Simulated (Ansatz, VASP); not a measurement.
## P in VASP and in Ansatz

```xyz
4
Lattice="1.7130 -5.0511 0.0000 1.7130 5.0511 0.0000 0.0000 0.0000 3.9241" Properties=species:S:1:pos:R:3 pbc="T T T"
P     1.7130    3.9565    0.2522
P     1.7130   -1.0946    1.7099
P     1.7130   -3.9565    3.6720
P     1.7130    1.0946    2.2142
```

Alike in both runs: functional PBEsol; k mesh 4 × 4 × 4; occupations gaussian, width 0.1 eV; no spin polarisation.

Ansatz relaxed the structure, and its values are those at the end. VASP's run is a single point on that final structure, the one shown.

|  | VASP | Ansatz |
| --- | --- | --- |
| version | VASP 6.6.1 | Ansatz 0.2.0 |
| potentials or method | VASP PAW PBE potentials, release 64 (P), cutoff 520 eV | scalar-relativistic, plane waves, PAW |
| valence electrons in the cell | 20 | 20 |

```csv
,VASP,Ansatz,Ansatz less VASP
gap on the k mesh at the Fermi level (eV),0.14,0.12,-0.020
least direct gap on the mesh (eV),0.22,0.21,-0.016
pressure (GPa),0.2,0.3,+0.05
rms of the force components (eV/Å),0.020,0.022,+0.0020
```

VASP's potentials were made for PBE, not for PBEsol. With one functional, cell and mesh, what is left measures potentials, basis and numerics.

The k mesh is coarse, so the values compare programs but aren't converged.
